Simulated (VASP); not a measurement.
Input of a VASP 6.6.1 run:

The input INCAR:

```
SYSTEM = Mg3ZrN2
PREC = Accurate
ENCUT = 840
EDIFF = 1E-6
ISMEAR = 0
SIGMA = 0.2
LREAL = .FALSE.
LASPH = .TRUE.
NELM = 120
ALGO = Normal
ISIF = 2
LWAVE = .FALSE.
LCHARG = .TRUE.
GGA = PE
LELF = .TRUE.
LVHAR = .TRUE.
NBANDS = 35
GGA_COMPAT = .FALSE.
```

File KPOINTS:

```
Automatic mesh
0
G
  4 4 4
  0 0 0
```

The input POSCAR:

```
Mg3ZrN2
1.0
    6.2830579648      0.0000000037      0.0000000000
   -3.1415289855      5.4412878091      0.0000000000
    0.0000000000      0.0000000000      5.3759668192
Mg Zr N
3 1 2
Direct
    0.4999961224      0.0000000000      0.0000000000
    0.0000000000      0.4999961224      0.0000000000
    0.5000038776      0.5000038776      0.0000000000
    0.0000000000      0.0000000000      0.0000000000
    0.0000000000      0.0000000000      0.6112082565
    0.0000000000      0.0000000000      0.3887917435
```

Potentials or basis: VASP PAW PBE potentials, release 64 (Mg_sv, Zr_sv, N).

Run with:

```bash
$ cat potpaw_PBE.64/Mg_sv/POTCAR potpaw_PBE.64/Zr_sv/POTCAR potpaw_PBE.64/N/POTCAR > POTCAR
$ mpirun -np 1 vasp_std > vasp.out
```

(1) Estimate the pressure.

(2) Predict the band gap on the k mesh.

(3) Predict the largest force.

Results:

(1) -0.1 GPa.

(2) zero (bands 26 and 27 overlap by 0.62 eV).

(3) 0.422 eV/Å.

Caveat: the standard files for N, O and F lose accuracy on very short bonds.
